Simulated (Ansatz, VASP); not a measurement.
**Two plane-wave programs on Lu2Mo3**

```
Lu Mo
1.0
     4.84173    0.00000    0.00000
     0.00000    4.84173    0.00000
     0.00000    0.00000    4.84173
Lu Mo
2 3
Direct
  0.50000 0.50000 0.50000
  0.00000 0.00000 0.00000
  0.50000 0.00000 0.00000
  0.00000 0.50000 0.00000
  0.00000 0.00000 0.50000
```

Change from the starting cell: species swapped into the Tl2F3 type (Pm-3m, No. 221).

Alike in both runs: task relaxation of cell and atoms; functional PBE; k mesh 8 × 8 × 8; occupations gaussian, width 0.1 eV; no spin polarisation.

```csv
,VASP,Ansatz
version,VASP 6.6.1,Ansatz 0.2.0
potentials or method,"VASP PAW PBE potentials, release 64 (Lu, Mo_sv), cutoff 600 eV","scalar-relativistic, plane waves, PAW"
valence electrons in the cell,92,92
```

Ansatz gave:

| Item | Value |
| --- | --- |
| gap on the k mesh at the Fermi level, each at its own relaxed structure (eV) | none |
| relaxed volume (Å³/atom) | 22.70 |
| relaxed cell length with the largest relative difference (Å) | 4.842 |

Estimate VASP's values.

gap on the k mesh at the Fermi level, each at its own relaxed structure (eV): none; relaxed volume (Å³/atom): 22.88; relaxed cell length with the largest relative difference (Å): 4.855.

A gap of «none» marks a metal or a gap that the smearing closes.

Neither program's run includes spin-orbit coupling.
